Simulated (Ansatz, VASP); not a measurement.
**Pd: VASP beside Ansatz**

```xyz
4
Lattice="2.8167 0.0000 0.0000 -1.4084 2.4394 0.0000 0.0000 0.0000 9.2972" Properties=species:S:1:pos:R:3 pbc="T T T"
Pd    1.4084    0.8131    6.9729
Pd    0.0000    0.0000    4.6486
Pd    0.0000    1.6262    2.3243
Pd    0.0000    0.0000    0.0000
```

Change from the starting cell: volume scaled by 1.06.

Alike in both runs: task single point; functional PBEsol; k mesh 11 × 11 × 3; occupations fermi-dirac, width 0.05 eV; no spin polarisation.

```csv
,VASP,Ansatz
version,VASP 6.6.1,Ansatz 0.2.0
potentials or method,"VASP PAW PBE potentials, release 64 (Pd), cutoff 520 eV","all-electron LAPW, scalar-relativistic"
```

Ansatz gave:

- gap on the k mesh at the Fermi level (eV): none
- pressure (GPa): -14.3
- traceless stress, the component that is largest in VASP (GPa): -0.14

Q: Estimate VASP's values.

A: gap on the k mesh at the Fermi level (eV): none; pressure (GPa): -14.5; traceless stress, the component that is largest in VASP (GPa): -0.18.

VASP's potentials were made for PBE, not for PBEsol. A gap of «none» marks a metal or a gap that the smearing closes. Ansatz ran all-electron here, and VASP with PAW potentials.
